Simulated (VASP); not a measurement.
# Os (C2/m) in VASP: electric field gradients with r2SCAN

Aim: the electric field gradients of Os with r2SCAN.

All numbers are computed with VASP 6.6.1; they aren't measurements. Logs are shortened: lines on timing, memory, paths and dates and some standing lists are left out, and cuts for length are marked.

### Step 1. The cell of the first run

The structure is monoclinic, space group C2/m (No. 12). Conventional cell: a = 4.736 Å, b = 2.734 Å, c = 4.320 Å, α = 90.00°, β = 90.00°, γ = 90.00°. Within 2.1 Å of Os (site symmetry m) lie 1 Os at 1.55 Å.

### Step 2. Electric field gradients, r2SCAN (shortest bond scaled by 0.58)

Contents of POSCAR:

```
Os
1.0
    2.7341000000      0.0000000000      0.0000000000
   -1.3670500000      2.3678000565      0.0000000000
    0.0000000000      0.0000000000      4.3197000000
Os
2
Direct
    0.1933333333      0.5966666667      0.1450000000
    0.8066666667      0.4033333333      0.8550000000
```

Contents of INCAR.step1:

```
PREC = Accurate ; ENCUT = 520
ISMEAR = -1 ; SIGMA = 0.05
LREAL = F ; LASPH = T
NELM = 80 ; NBANDS = 15
GGA = PE ; ALGO = Normal
EDIFF = 1E-4 ; LWAVE = T
LCHARG = F
```

Contents of INCAR.step2:

```
PREC = Accurate ; ENCUT = 520
EDIFF = 1E-8 ; ISMEAR = -1
SIGMA = 0.05 ; LREAL = F
LASPH = T ; NELM = 80
ALGO = Normal ; ISIF = 2
LWAVE = F ; LCHARG = F
METAGGA = R2SCAN ; LMIXTAU = T
LEFG = T ; NBANDS = 15
ISTART = 1
```

Contents of KPOINTS:

```
regular mesh
0
Gamma
  13 13 7
```

Potentials or basis: VASP PAW PBE potentials, release 64 (Os).

Run with:

```sh
> cat potpaw_PBE.64/Os/POTCAR > POTCAR
> cp INCAR.step1 INCAR
> mpirun -np 1 vasp_std > vasp.out
> cp INCAR.step2 INCAR
> mpirun -np 1 vasp_std > vasp.out
```

OUTCAR:

```text
PREC = Accurate
   ENCUT = 520
   EDIFF = 1E-8
   ISMEAR = -1
   LREAL = F
   LASPH = T
   NELM = 80
   ISIF = 2
   METAGGA = R2SCAN
   ISTART = 1

 ion  position               nearest neighbor table
   1  0.193  0.597  0.145-   2 1.55   2 2.36   2 2.36   2 3.14   2 3.14   2 3.20
   2  0.807  0.403  0.855-   1 1.55   1 2.36   1 2.36   1 3.14   1 3.14   1 3.20

 -----------------------------------------------------------------------------
|                                                                             |
|           W    W    AA    RRRRR   N    N  II  N    N   GGGG   !!!           |
|           W    W   A  A   R    R  NN   N  II  NN   N  G    G  !!!           |
|           W    W  A    A  R    R  N N  N  II  N N  N  G       !!!           |
|           W WW W  AAAAAA  RRRRR   N  N N  II  N  N N  G  GGG   !            |
|           WW  WW  A    A  R   R   N   NN  II  N   NN  G    G                |
|           W    W  A    A  R    R  N    N  II  N    N   GGGG   !!!           |
|                                                                             |
|     The distance between some ions is very small. Please check the          |
|     nearest-neighbor list in the OUTCAR file.                               |
|     I HOPE YOU KNOW WHAT YOU ARE DOING!                                     |
|                                                                             |
 -----------------------------------------------------------------------------

  LATTYP: Found a hexagonal cell.
 ALAT       =     2.7341000000
 C/A-ratio  =     1.5799348963

  Lattice vectors:

 A1 = (   2.7341000000,   0.0000000000,   0.0000000000)
 A2 = (  -1.3670500000,   2.3678000565,   0.0000000000)
 A3 = (   0.0000000000,   0.0000000000,   4.3197000000)

Analysis of symmetry for initial positions (statically):
=====================================================================
 Subroutine PRICEL returns:
 Original cell was already a primitive cell.

 Routine SETGRP: Setting up the symmetry group for a
 hexagonal supercell.

 Subroutine GETGRP returns: Found  4 space group operations
 (whereof  4 operations were pure point group operations)
 out of a pool of 24 trial point group operations.

The static configuration has the point symmetry C_2h.

Analysis of symmetry for dynamics (positions and initial velocities):
=====================================================================
 Subroutine PRICEL returns:
 Original cell was already a primitive cell.

 Routine SETGRP: Setting up the symmetry group for a
 hexagonal supercell.

 Subroutine GETGRP returns: Found  4 space group operations
 (whereof  4 operations were pure point group operations)
 out of a pool of 24 trial point group operations.

The dynamic configuration has the point symmetry C_2h.

 Subroutine INISYM returns: Found  4 space group operations
 (whereof  4 operations are pure point group operations),
 and found     1 'primitive' translations

----------------------------------------------------------------------------------------

                                     Primitive cell

  volume of cell :      27.9649

  direct lattice vectors                    reciprocal lattice vectors
     2.734100000  0.000000000  0.000000000     0.365751070  0.211166479  0.000000000
    -1.367050000  2.367800057  0.000000000     0.000000000  0.422332957  0.000000000
     0.000000000  0.000000000  4.319700000     0.000000000  0.000000000  0.231497558

  length of vectors
     2.734100000  2.734100000  4.319700000     0.422332957  0.422332957  0.231497558

  position of ions in fractional coordinates (direct lattice)
     0.193333333  0.596666667  0.145000000
     0.806666667  0.403333333  0.855000000

  ion indices of the primitive-cell ions
   primitive index   ion index
                 1           1
                 2           2

----------------------------------------------------------------------------------------

 KPOINTS: regular mesh

Automatic generation of k-mesh.
 Grid dimensions read from file:
 generate k-points for:   13   13    7

 Generating k-lattice:

  Cartesian coordinates                     Fractional coordinates (reciprocal lattice)
     0.028134698  0.016243575  0.000000000     0.076923077 -0.000000000  0.000000000
     0.000000000  0.032487151  0.000000000     0.000000000  0.076923077  0.000000000
     0.000000000  0.000000000  0.033071080     0.000000000  0.000000000  0.142857143

  Length of vectors
     0.032487151  0.032487151  0.033071080

  Shift w.r.t. Gamma in fractional coordinates (k-lattice)
     0.000000000  0.000000000  0.000000000

 Subroutine IBZKPT returns following result:
 ===========================================

 Found    322 irreducible k-points:

 Following reciprocal coordinates:
            Coordinates               Weight
  0.000000  0.000000  0.000000      1.000000
  0.076923  0.000000  0.000000      2.000000
  0.000000  0.076923  0.000000      4.000000
  0.153846  0.000000  0.000000      2.000000
  0.000000  0.153846  0.000000      4.000000
  0.230769  0.000000  0.000000      2.000000
[... 16 lines left out ...]
 -0.076923  0.384615  0.000000      4.000000
 -0.384615  0.307692  0.000000      4.000000
 [... further k-points ...]
   k-points           NKPTS =    322   k-points in BZ     NKDIM =    322   number of bands    NBANDS=     15
   number of dos      NEDOS =    301   number of ions     NIONS =      2
   total plane-waves  NPLWV =  12800
   dimension x,y,z NGX =    20 NGY =   20 NGZ =   32
   dimension x,y,z NGXF=    40 NGYF=   40 NGZF=   64
   ions per type =               2
   NGX,Y,Z   is equivalent  to a cutoff of  12.16, 12.16, 12.32 a.u.
   NGXF,Y,Z  is equivalent  to a cutoff of  24.32, 24.32, 24.63 a.u.
 SYSTEM =  unknown system
   PREC   = accura    normal or accurate (medium, high low for compatibility)
   ISTART =      1    job   : 0-new  1-cont  2-samecut
   ICHARG =      0    charge: 1-file 2-atom 10-const
   ISPIN  =      1    spin polarized calculation?
   LNONCOLLINEAR =      F non collinear calculations
   LSORBIT =      F    spin-orbit coupling
   LASPH  =      T    aspherical Exc in radial PAW
   ENCUT  =  520.0 eV  38.22 Ry    6.18 a.u.   5.08  5.08  8.03*2*pi/ulx,y,z
   NELM   =     80;   NELMIN=  2; NELMDL=  0     # of ELM steps
   EDIFF  = 0.1E-07   stopping-criterion for ELM
   LREAL  =      F    real-space projection
   EDIFFG = 0.1E-06   stopping-criterion for IOM
   NSW    =      0    number of steps for IOM
   IBRION =     -1    ionic relax: 0-MD 1-quasi-New 2-CG
   NFREE  =      0    steps in history (QN), initial steepest desc. (CG)
   ISIF   =      2    stress and relaxation
   ISYM   =      2    0-nonsym 1-usesym 2-fastsym
   POTIM  = 0.5000    time-step for ionic-motion
   TEBEG  =    0.0;   TEEND  =   0.0 temperature during run
   PSTRESS=    0.0 pullay stress
   NELECT =      16.0000    total number of electrons
   NUPDOWN=      -1.0000    fix difference up-down
   EMIN   =  10.00;   EMAX   =-10.00  energy-range for DOS
   EFERMI =   0.00;   METHOD = LEGACY
   ISMEAR =    -1;   SIGMA  =   0.05  broadening in eV -4-tet -1-fermi 0-gaus
   EFERMI_NEDOS =   21; number of points for ismear=-14 and -15
   IALGO  =     38    algorithm
   IMIX   =      4    mixing-type and parameters
     AMIX     =   0.40;   BMIX     =  1.00
     AMIX_MAG =   1.60;   BMIX_MAG =  1.00
  volume/ion in A,a.u.               =      13.98        94.36
  Fermi-wavevector in a.u.,A,eV,Ry     =   1.359076  2.568282 25.131161  1.847088
  Thomas-Fermi vector in A             =   2.485855
   LORBIT       =      0    0 simple, 1 ext, 2 COOP (PROOUT), +10 PAW based schemes
   METAGGA = R2SCAN    functional components
   LHFCALC =     F    Hartree Fock is set to
   AEXX    =    0.0000 exact exchange contribution
   IVDW    =     0    specifies the selected vdW correction
   LEPSILON=     F    determine dielectric tensor
   LRPA    =     F    only Hartree local field effects (RPA)
 non-spin polarized calculation
  energy-cutoff  :      520.00
  volume of cell :       27.96
 maximum number of plane-waves:       766
   NGX = 11   NGY = 11   NGZ = 17

 number of electron      16.0000002 magnetization

 Free energy of the ion-electron system (eV)
  ---------------------------------------------------
  ext. energy  EPLUGINS =         0.00000000
  ---------------------------------------------------
  free energy    TOTEN  =       -85.18419260 eV

  energy without entropy =      -85.17416916  energy(sigma->0) =      -85.17918088

 E-fermi :  10.1610     XC(G=0): -14.6172

 val. band max:       10.1608367890   @ k =   0.0000   0.2308   0.1429
 cond. band min:      10.1623641862   @ k =  -0.1538  -0.4615   0.4286
 fundamental gap:      0.0015273972
 Fermi energy:        10.1609941968

 k-point     1 :       0.0000    0.0000    0.0000
  band No.  band energies     occupation
      1      -3.2608      2.00000
      2      -2.7787      2.00000
      3       0.0661      2.00000
      4       1.6197      2.00000
      5       2.0648      2.00000
      6       4.6984      2.00000
      7       4.8990      2.00000
      8      10.5523      0.00080
      9      11.3017      0.00000
     10      11.7204      0.00000
     11      14.7823      0.00000
     12      16.5334      0.00000
     13      18.4923      0.00000
     14      24.6028      0.00000
     15      25.0509      0.00000
[... 397 lines left out ...]
 k-point    24 :      -0.3846    0.3077    0.0000
  band No.  band energies     occupation
      1      -2.4810      2.00000
      2      -0.6069      2.00000
      3       0.7890      2.00000
      4       2.1111      2.00000
      5       4.2153      2.00000
      6       5.2872      2.00000
      7       7.3579      2.00000
      8      10.1261      1.33581
      9      11.4548      0.00000
     10      12.6461      0.00000
     11      13.1597      0.00000
     12      18.5603      0.00000
     13      20.7186      0.00000
     14      21.8429      0.00000
     15      25.9833      0.00000

 [... further k-points ...]

------------------------ aborting loop because EDIFF is reached ----------------------------------------

  FORCE on cell =-STRESS in cart. coord.  units (eV):
  Direction    XX          YY          ZZ          XY          YZ          ZX
  --------------------------------------------------------------------------------------
  -------------------------------------------------------------------------------------
  Total       51.7711159     28.0804843     66.5837857     20.5166887     19.4675274     33.7186624
  in kB     2966.0952964   1608.8004126   3814.7497931   1175.4518498   1115.3428036   1931.8255834
  external PRESSURE =    2796.5485007 kB  Pullay stress =       0.0000000 kB

 VOLUME and BASIS-vectors are now :
 -----------------------------------------------------------------------------
  energy-cutoff  :      520.00
  volume of cell :       27.96
      direct lattice vectors                 reciprocal lattice vectors
     2.734100000  0.000000000  0.000000000     0.365751070  0.211166479  0.000000000
    -1.367050000  2.367800057  0.000000000     0.000000000  0.422332957  0.000000000
     0.000000000  0.000000000  4.319700000     0.000000000  0.000000000  0.231497558

 POSITION                                       TOTAL-FORCE (eV/Angst)
 -----------------------------------------------------------------------------------
     -0.28708      1.41279      0.62636        27.410339     15.825367     54.469858
      1.65413      0.95501      3.69334       -27.410339    -15.825367    -54.469858
 -----------------------------------------------------------------------------------
    total drift:                                0.000000     -0.000000     -0.000000

  FREE ENERGIE OF THE ION-ELECTRON SYSTEM (eV)
  ---------------------------------------------------
  free  energy   TOTEN  =       -85.1841926034 eV

  energy  without entropy=      -85.1741691563  energy(sigma->0) =      -85.17918088

 Electric field gradients (V/A^2)
---------------------------------------------------------------------
 ion       V_xx      V_yy      V_zz      V_xy      V_xz      V_yz
---------------------------------------------------------------------
   1    -207.894  -388.123   596.017   156.083   618.492   357.087
   2    -207.894  -388.123   596.017   156.083   618.492   357.087
---------------------------------------------------------------------

 Electric field gradients after diagonalization (V/A^2)
 (convention: |V_zz| > |V_xx| > |V_yy|)
----------------------------------------------------------------------
 ion       V_xx      V_yy      V_zz     asymmetry (V_yy - V_xx)/ V_zz
----------------------------------------------------------------------
   1    -559.267  -478.238  1037.504       0.078
   2    -559.267  -478.238  1037.504       0.078
----------------------------------------------------------------------

           NMR quadrupolar parameters

 Cq : quadrupolar parameter    Cq=e*Q*V_zz/h
 eta: asymmetry parameters     (V_yy - V_xx)/ V_zz
 Q  : nuclear electric quadrupole moment in mb (millibarn)
----------------------------------------------------------------------
 ion       Cq(MHz)       eta       Q (mb)
----------------------------------------------------------------------
   1       2.509       0.078       1.000
   2       2.509       0.078       1.000
----------------------------------------------------------------------
```

Wall time 6.3 min (1 thread of AMD EPYC 7R13 (Zen 3), shared host); peak memory 0.21 GiB.

Results:

| Quantity | Value |
| --- | --- |
| Free energy | -85.1842 eV |
| Pressure | 279.7 GPa |
| Largest force | 62.998 eV/Å |
| Band gap on the k mesh | zero (band 8 reaches 10.96 eV, above the bottom of band 9 at 8.45 eV) |

Forces on the atoms (eV/Å):
```
Os   27.410  15.825  54.470
Os  -27.410 -15.825 -54.470
```

Electric field gradients, principal values (V/Å²):
```csv
atom,least,middle,greatest (by size)
1 Os,-478.238,-559.267,1037.504
2 Os,-478.238,-559.267,1037.504
```

Caveat: the cell differs from its parent crystal (shortest bond scaled by 0.58); without QUAD_EFG the Cq values of the log hold for a quadrupole moment of 1 mb, not for the nuclei; the PAW data sets were made with another functional, which shifts forces and pressure a little; spin-orbit coupling is left out, which moves the levels of the heavy elements.
